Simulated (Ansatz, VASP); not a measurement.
CsBr in VASP and in Ansatz

```
CELL_PARAMETERS angstrom
4.38930 0.00000 0.00000
0.00000 4.38930 0.00000
0.00000 0.00000 4.38930
ATOMIC_POSITIONS crystal
Cs 0.00000 0.00000 0.00000
Br 0.50000 0.50000 0.50000
```

Alike in both runs: functional PBE; k mesh 7 × 7 × 7; occupations fermi-dirac, width 0.02 eV; non-collinear spin, spin-orbit coupling.

Ansatz relaxed the structure, and its values are those at the end. VASP's run is a single point on that final structure, the one shown.

|  | VASP | Ansatz |
| --- | --- | --- |
| version | VASP 6.6.1 | Ansatz 0.2.0 |
| potentials or method | VASP PAW PBE potentials, release 64 (Cs_sv, Br), cutoff 500 eV | all-electron LAPW |

```tsv
	VASP	Ansatz	Ansatz less VASP
pressure (GPa)	0.0	0.0	-0.02
net moment per atom (μB)	0.00	0.00	0.000
```

Ansatz ran all-electron here, and VASP with PAW potentials.
